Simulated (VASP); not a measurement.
Wanted: the native input for a VASP 6.6.1 run.

```
Task                   : relaxation of cell and atoms
Functional             : PBE
Potentials or basis    : VASP PAW PBE potentials, release 64 (Al, Cl)
Cutoff                 : 600 eV
k mesh                 : 12 × 12 × 12
Occupations            : gaussian, width 0.1 eV
Spin                   : no spin polarisation
Dipole correction      : no
Further INCAR settings : ALGO = Normal; EDIFF = 1e-06; IBRION = 2; EDIFFG = -0.01; NSW = 100; ISIF = 3
```

The structure of Al2Cl lies in POSCAR:

```
Al2Cl
1.0
    0.0000000000      3.4811053016      3.4811053016
    3.4811053016      0.0000000000      3.4811053016
    3.4811053016      3.4811053016      0.0000000000
Al Cl
2 1
Direct
    0.2500000000      0.2500000000      0.2500000000
    0.7500000000      0.7500000000      0.7500000000
    0.5000000000      0.5000000000      0.5000000000
```

The input as run:

INCAR

```
ALGO     = Normal         # electronic algorithm
EDIFF    = 1E-6           # SCF threshold, eV
EDIFFG   = -0.01          # ionic threshold
ENCUT    = 600            # plane-wave cutoff, eV
GGA      = PE             # functional
IBRION   = 2              # ionic algorithm
ISIF     = 3              # what is computed and relaxed
ISMEAR   = 0              # smearing method
LASPH    = T              # aspherical terms in the spheres
LCHARG   = F              # write CHGCAR
LREAL    = F              # projectors in reciprocal space
LWAVE    = F              # write WAVECAR
NELM     = 60             # most SCF steps
NSW      = 100            # ionic steps
PREC     = Accurate       # precision mode
SIGMA    = 0.1            # smearing width, eV
```

KPOINTS

```
k-points
0
Gamma
  12 12 12
```

Potentials or basis: VASP PAW PBE potentials, release 64 (Al, Cl).

Launch:

```bash
$ cat potpaw_PBE.64/Al/POTCAR potpaw_PBE.64/Cl/POTCAR > POTCAR
$ mpirun -np 1 vasp_std > vasp.out
```

Results of the run:

The relaxed volume is 28.06 Å³/atom. The relaxed cell is a = 4.920 Å, b = 4.920 Å, c = 4.920 Å, α = 60.00°, β = 60.00°, γ = 60.00°, the space group after relaxing (to 0.05 Å) is Fm-3m (No. 225) and the energy gained by relaxing is 0.0 meV/atom. The ionic steps are 2 and the pressure after relaxing is 0.0 GPa.

Caveat: an odd number of electrons without spin polarisation forces a metal; a magnetic or distorted state may lie lower.

It took 95 s on 1 thread of Intel(R) Xeon(R) Platinum 8488C (Sapphire Rapids), on a shared host, peak memory 0.27 GiB.
